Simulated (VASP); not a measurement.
# ScAl3N4 (P1) in VASP: single point with r2SCAN

Aim: the single point of ScAl3N4 with r2SCAN.

Program: VASP 6.6.1. These are calculated values, not measurements. Logs are shortened: lines on timing, memory, paths and dates and some standing lists are left out, and cuts for length are marked.

## (1) The cell of the first run

The typed cell holds 16 atoms: a = 5.578 Å, b = 5.902 Å, c = 6.513 Å, α = 106.01°, β = 89.96°, γ = 118.12°.

## (2) Single point, r2SCAN (atoms moved along the polar distortion)

Input file POSCAR:

```
ScAl3N4
1.0
    4.8313218619     -2.7871272297     -0.0047338817
   -3.2260085570     -0.0174647845     -4.9426776899
    3.2583463650      5.6391541739     -0.0013494639
Sc Al N
2 6 8
Direct
    0.3613911792      0.0565530595      0.0133873120
    0.9456154401      0.5555164125      0.1391314968
    0.8585395519      0.0519934089      0.2637668167
    0.3600210632      0.0532299642      0.5139943598
    0.8605644805      0.0534072956      0.7624734484
    0.4422534368      0.5522393720      0.3894612459
    0.9432875160      0.5528975958      0.6381836586
    0.4434580223      0.5544113816      0.8872633307
    0.6114631735      0.5624137771      0.1409616367
    0.1171753686      0.5650915073      0.3936627312
    0.6165292505      0.5646826678      0.6407142816
    0.1163574406      0.5648555441      0.8891108260
    0.7017770602      0.0633631985      0.0158406035
    0.1967066658      0.0627392705      0.2678422354
    0.6982242039      0.0642877528      0.5160209033
    0.1986361472      0.0663177921      0.7641851134
```

Input file INCAR.step1:

```
  PREC = Accurate
  ENCUT = 520
  ISMEAR = 0
  SIGMA = 0.01
  LREAL = Auto
  LASPH = T
  NELM = 80
  NBANDS = 54
  GGA = PE
  ALGO = Normal
  EDIFF = 1E-4
  LWAVE = T
  LCHARG = F
```

Input file INCAR.step2:

```
  PREC = Accurate
  ENCUT = 520
  EDIFF = 1E-7
  ISMEAR = 0
  SIGMA = 0.01
  LREAL = Auto
  LASPH = T
  NELM = 80
  ALGO = Normal
  ISIF = 2
  LWAVE = F
  LCHARG = F
  METAGGA = R2SCAN
  LMIXTAU = T
  NBANDS = 54
  ISTART = 1
```

Input file KPOINTS:

```
regular mesh
0
Gamma
  6 6 4
```

Potentials or basis: VASP PAW PBE potentials, release 64 (Sc_sv, Al, N).

The run is started by

```console
$ cat potpaw_PBE.64/Sc_sv/POTCAR potpaw_PBE.64/Al/POTCAR potpaw_PBE.64/N/POTCAR > POTCAR
$ cp INCAR.step1 INCAR
$ mpirun -np 1 vasp_std > vasp.out
$ cp INCAR.step2 INCAR
$ mpirun -np 1 vasp_std > vasp.out
```

OUTCAR:

```text
PREC = Accurate
   ENCUT = 520
   EDIFF = 1E-7
   ISMEAR = 0
   LREAL = Auto
   LASPH = T
   NELM = 80
   ISIF = 2
   METAGGA = R2SCAN
   ISTART = 1

 ion  position               nearest neighbor table
   1  0.361  0.057  0.013-  13 1.88  16 1.89  14 1.89  12 2.43   9 2.50   6 3.09   8 3.10   2 3.10
                             8 3.10   2 3.11   7 3.12   5 3.23   5 3.23   3 3.23   3 3.24   4 3.25
   2  0.946  0.556  0.139-   9 1.88  12 1.89  10 1.89  13 2.43  14 2.51   3 3.08   4 3.10   1 3.10
                             1 3.11   5 3.11   3 3.11   6 3.23   8 3.23   6 3.24   8 3.24   7 3.25
   3  0.859  0.052  0.264-  14 1.86  13 1.87  15 1.87   9 2.42  10 2.54   2 3.08   6 3.10   7 3.10
                             8 3.10   6 3.10   2 3.11   4 3.22   1 3.23   4 3.23   1 3.24   5 3.25
   4  0.360  0.053  0.514-  15 1.86  16 1.86  14 1.87  10 2.41  11 2.53   6 3.09   7 3.10   2 3.10
                             6 3.10   8 3.10   7 3.10   5 3.22   3 3.22   5 3.23   3 3.23   1 3.25
   5  0.861  0.053  0.762-  16 1.85  13 1.87  15 1.87  11 2.42  12 2.53   7 3.09   8 3.10   7 3.10
                             8 3.10   6 3.10   2 3.11   4 3.22   1 3.23   4 3.23   1 3.23   3 3.25
   6  0.442  0.552  0.389-  10 1.85  11 1.87   9 1.87  14 2.42  15 2.53   4 3.09   1 3.09   4 3.10
                             3 3.10   5 3.10   3 3.10   7 3.22   2 3.23   7 3.23   8 3.24   2 3.24
   7  0.943  0.553  0.638-  11 1.86  10 1.86  12 1.87  15 2.42  16 2.54   5 3.09   4 3.10   5 3.10
                             3 3.10   4 3.10   1 3.12   6 3.22   8 3.22   8 3.23   6 3.23   2 3.25
   8  0.443  0.554  0.887-  12 1.85  11 1.87   9 1.88  16 2.41  13 2.52   1 3.10   5 3.10   1 3.10
                             5 3.10   4 3.10   3 3.10   7 3.22   2 3.23   7 3.23   6 3.24   2 3.24
   9  0.611  0.562  0.141-   6 1.87   8 1.88   2 1.88   3 2.42   1 2.50
  10  0.117  0.565  0.394-   6 1.85   7 1.86   2 1.89   4 2.41   3 2.54
  11  0.617  0.565  0.641-   7 1.86   6 1.87   8 1.87   5 2.42   4 2.53
  12  0.116  0.565  0.889-   8 1.85   7 1.87   2 1.89   1 2.43   5 2.53
  13  0.702  0.063  0.016-   3 1.87   5 1.87   1 1.88   2 2.43   8 2.52
  14  0.197  0.063  0.268-   3 1.86   4 1.87   1 1.89   6 2.42   2 2.51
  15  0.698  0.064  0.516-   4 1.86   3 1.87   5 1.87   7 2.42   6 2.53
  16  0.199  0.066  0.764-   5 1.85   4 1.86   1 1.89   8 2.41   7 2.54

  LATTYP: Found a triclinic cell.
 ALAT       =     5.9023299615
 B/A-ratio  =     0.9449850251
 C/A-ratio  =     1.1034328000
 COS(alpha) =     0.0006905867
 COS(beta)  =     0.2758334669
 COS(gamma) =     0.4712448337

  Lattice vectors:

 A1 = (   3.2260085570,   0.0174647845,   4.9426776899)
 A2 = (   4.8313218619,  -2.7871272297,  -0.0047338817)
 A3 = (   3.2583463650,   5.6391541739,  -0.0013494639)

Analysis of symmetry for initial positions (statically):
=====================================================================
 Subroutine PRICEL returns:
 Original cell was already a primitive cell.

[... 164 lines left out ...]
   ISMEAR =     0;   SIGMA  =   0.01  broadening in eV -4-tet -1-fermi 0-gaus
   EFERMI_NEDOS =   21; number of points for ismear=-14 and -15
   IALGO  =     38    algorithm
   IMIX   =      4    mixing-type and parameters
     AMIX     =   0.40;   BMIX     =  1.00
     AMIX_MAG =   1.60;   BMIX_MAG =  1.00
  volume/ion in A,a.u.               =      11.23        75.77
  Fermi-wavevector in a.u.,A,eV,Ry     =   1.250161  2.362461 21.264567  1.562902
  Thomas-Fermi vector in A             =   2.384168
   LORBIT       =      0    0 simple, 1 ext, 2 COOP (PROOUT), +10 PAW based schemes
   METAGGA = R2SCAN    functional components
   LHFCALC =     F    Hartree Fock is set to
   AEXX    =    0.0000 exact exchange contribution
   IVDW    =     0    specifies the selected vdW correction
   LEPSILON=     F    determine dielectric tensor
   LRPA    =     F    only Hartree local field effects (RPA)
 non-spin polarized calculation
 Gauss-broadening in eV      SIGMA  =   0.01
  energy-cutoff  :      520.00
  volume of cell :      179.65
 maximum number of plane-waves:      4860
 NGX is ok and might be reduce to    42
   NGX = 21   NGY = 21   NGZ = 25

 number of electron      80.0000002 magnetization

 Free energy of the ion-electron system (eV)
  ---------------------------------------------------
  ext. energy  EPLUGINS =         0.00000000
  ---------------------------------------------------
  free energy    TOTEN  =      -158.72785008 eV

  energy without entropy =     -158.72785008  energy(sigma->0) =     -158.72785008

 E-fermi :   6.3172     XC(G=0): -11.4398

 val. band max:        6.2476310502   @ k =   0.0000   0.0000   0.0000
 cond. band min:       9.1429060233   @ k =   0.0000   0.0000   0.0000
 fundamental gap:      2.8952749731
 Fermi energy:         6.3171640431

 k-point     1 :       0.0000    0.0000    0.0000
  band No.  band energies     occupation
      1     -42.8213      2.00000
      2     -42.7748      2.00000
      3     -21.0108      2.00000
      4     -20.9057      2.00000
      5     -20.8894      2.00000
      6     -20.8871      2.00000
[... 1309 lines left out ...]
     51      12.5765      0.00000
     52      13.1014      0.00000

 [... further k-points ...]

 [bands above 52 left out]

------------------------ aborting loop because EDIFF is reached ----------------------------------------

  FORCE on cell =-STRESS in cart. coord.  units (eV):
  Direction    XX          YY          ZZ          XY          YZ          ZX
  --------------------------------------------------------------------------------------
  -------------------------------------------------------------------------------------
  Total       19.6001448     17.7671125    -15.8429606     -1.8968242      0.5128778     -0.0586382
  in kB      174.8045939    158.4566295   -141.2960119    -16.9168947      4.5741187     -0.5229668
  external PRESSURE =      63.9884038 kB  Pullay stress =       0.0000000 kB

 VOLUME and BASIS-vectors are now :
 -----------------------------------------------------------------------------
  energy-cutoff  :      520.00
  volume of cell :      179.65
      direct lattice vectors                 reciprocal lattice vectors
     4.831321862 -2.787127230 -0.004733882     0.155152796 -0.089672628 -0.100948952
    -3.226008557 -0.017464785 -4.942677690    -0.000169535  0.000049569 -0.202209006
     3.258346365  5.639154174 -0.001349464     0.076683064  0.133011409 -0.050519830

 POSITION                                       TOTAL-FORCE (eV/Angst)
 -----------------------------------------------------------------------------------
      1.60718     -0.93274     -0.28125        -0.526631      0.128447      0.352002
      3.22981     -1.86067     -2.75040         0.486700     -0.000171      0.219096
      4.83959     -0.90635     -0.26141         0.152592      0.169011      0.153104
      3.24243      1.89414     -0.26550        -0.334496      0.216897      0.193859
      6.46977      1.90027     -0.26908        -0.059319     -0.249794      0.375819
      1.62414      0.95397     -2.73216         0.034832      0.211062      0.115988
[... 8 lines left out ...]
      4.84733      0.96276     -0.32176        -0.021920      0.020249     -0.270042
      3.23571      3.75458     -0.32976        -3.277845     -2.141719     -0.384473
 -----------------------------------------------------------------------------------
    total drift:                               -0.001890     -0.014375      0.009743

  FREE ENERGIE OF THE ION-ELECTRON SYSTEM (eV)
  ---------------------------------------------------
  free  energy   TOTEN  =      -158.7278500833 eV

  energy  without entropy=     -158.7278500833  energy(sigma->0) =     -158.72785008
```

OUTCAR.step1:

```text
PREC = Accurate
   ENCUT = 520
   ISMEAR = 0
   LREAL = Auto
   LASPH = T
[... 1603 lines left out ...]
      6.46977      1.90027     -0.26908        -0.067535     -0.234323      0.357375
      1.62414      0.95397     -2.73216         0.041954      0.195295      0.102012
[... 8 lines left out ...]
      4.84733      0.96276     -0.32176        -0.014360      0.017105     -0.251622
      3.23571      3.75458     -0.32976        -2.996527     -1.971622     -0.356221
 -----------------------------------------------------------------------------------
    total drift:                               -0.000477     -0.010743      0.002123

  FREE ENERGIE OF THE ION-ELECTRON SYSTEM (eV)
  ---------------------------------------------------
  free  energy   TOTEN  =      -120.2741174821 eV

  energy  without entropy=     -120.2741174821  energy(sigma->0) =     -120.27411748
```

Run time: 65 min. Hardware: 1 thread of Oxide Virtual Turin-like, shared host; peak memory 0.57 GiB.

What came out:

```
Free energy            : -158.7279 eV
Pressure               : 6.4 GPa
Largest force          : 4.322 eV/Å
Band gap on the k mesh : 2.90 eV
```

Forces on the atoms (eV/Å):
```
Sc  -0.527  0.128  0.352
Sc   0.487  0.000  0.219
Al   0.153  0.169  0.153
Al  -0.334  0.217  0.194
Al  -0.059 -0.250  0.376
Al   0.035  0.211  0.116
Al   0.304 -0.270  0.391
Al  -0.079 -0.169  0.342
N   -3.758  2.122 -0.240
N    3.288  2.172 -0.314
N    0.044  0.028 -0.315
N   -0.212 -3.982 -0.227
N    3.744 -2.150 -0.173
N    0.215  3.894 -0.219
N   -0.022  0.020 -0.270
N   -3.278 -2.142 -0.384
```

Stress tensor (GPa, compression positive):
```
 17.48  -1.69  -0.05
 -1.69  15.85   0.46
 -0.05   0.46 -14.13
```

Levels at points of the mesh, in eV from the valence-band top:
```csv
k point,band 38,band 39,band 40,band 41,band 42,band 43
"(0.00, 0.00, 0.00)",-1.65,-1.54,0.00,2.90,3.58,3.81
"(0.50, 0.00, 0.00)",-1.53,-1.32,-1.14,3.75,4.14,4.52
"(0.00, 0.50, 0.00)",-1.75,-1.55,-1.48,3.85,3.91,4.21
"(0.50, 0.50, 0.00)",-1.44,-1.22,-1.17,3.96,4.10,4.16
"(0.00, 0.00, 0.50)",-1.57,-0.81,-0.76,3.91,4.21,4.30
"(0.50, 0.00, 0.50)",-1.49,-1.34,-1.21,4.00,4.27,4.52
"(0.00, 0.50, 0.50)",-2.01,-1.76,-1.58,3.29,3.43,4.76
"(0.50, 0.50, 0.50)",-1.40,-1.36,-1.32,3.99,4.21,4.29
```

Caveat: the cell differs from its parent crystal (atoms moved along the polar distortion); the stress differs along the axes, from -14 to 17 GPa; the PAW data sets were made with another functional, which shifts forces and pressure a little.
